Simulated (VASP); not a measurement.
Crystal: ZrN.

```
CELL_PARAMETERS angstrom
0.00000 2.29751 2.29751
2.29751 0.00000 2.29751
2.29751 2.29751 0.00000
ATOMIC_POSITIONS crystal
Zr 0.00000 0.00000 0.00000
N 0.50000 0.50000 0.50000
```

Base run:

* Program: VASP 6.6.1
* Functional: PBE
* Potentials or basis: VASP PAW PBE potentials, release 64 (Zr_sv, N)
* Cutoff: 600 eV
* k mesh: 18 × 18 × 18
* Occupations: gaussian, width 0.15 eV
* Spin: collinear spin
* Starting moments: [0.3, 0.0] μB
* Fixed moment: 0.3 μB

Its results: pressure 0.6 GPa; site moments Zr +0.18; N +0.03 μB.

**Question.** The run is repeated on the same cell with these changes: fixed moment from 0.3 μB to 0.7 μB; moments at the start from [0.3, 0.0] to [0.7, 0.0]. What comes out?

**Answer.** Pressure 3.1 GPa; site moments Zr +0.40; N +0.06 μB.

Caveats: the total moment is fixed, so each spin has its own Fermi level and the state may be an excited one; the cell stands under pressure (at least some runs).
